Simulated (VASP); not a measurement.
A run of VASP 6.6.1:

File INCAR:

```
ALGO = Normal
EDIFF = 1E-7
ENCUT = 520
GGA = PE
ISIF = 2
ISMEAR = 0
LASPH = True
LCHARG = False
LREAL = False
LWAVE = False
NBANDS = 15
NELM = 80
PREC = Accurate
SIGMA = 0.05
```

The input KPOINTS:

```
k-points
0
Gamma
  10 10 10
```

Contents of POSCAR:

```
BaS
1.0
    0.0000000000      3.2565013158      3.2565013158
    3.2565013158      0.0000000000      3.2565013158
    3.2565013158      3.2565013158      0.0000000000
Ba S
1 1
Direct
    0.5000000000      0.5000000000      0.5000000000
    0.0000000000      0.0000000000      0.0000000000
```

Potentials or basis: VASP PAW PBE potentials, release 64 (Ba_sv, S).

Launch:

```console
$ cat potpaw_PBE.64/Ba_sv/POTCAR potpaw_PBE.64/S/POTCAR > POTCAR
$ mpirun -np 1 vasp_std > vasp.out
```

Hardware: 1 thread of AMD EPYC 7R43 64-Core Processor (Zen 3) (shared host).

Problem. Estimate the wall time of this run.

Solution. Run time: 55 s on 1 thread of AMD EPYC 7R43 64-Core Processor (Zen 3), with other jobs on the host, peak memory 0.19 GiB. Counts: scf iterations 15, k points 47.
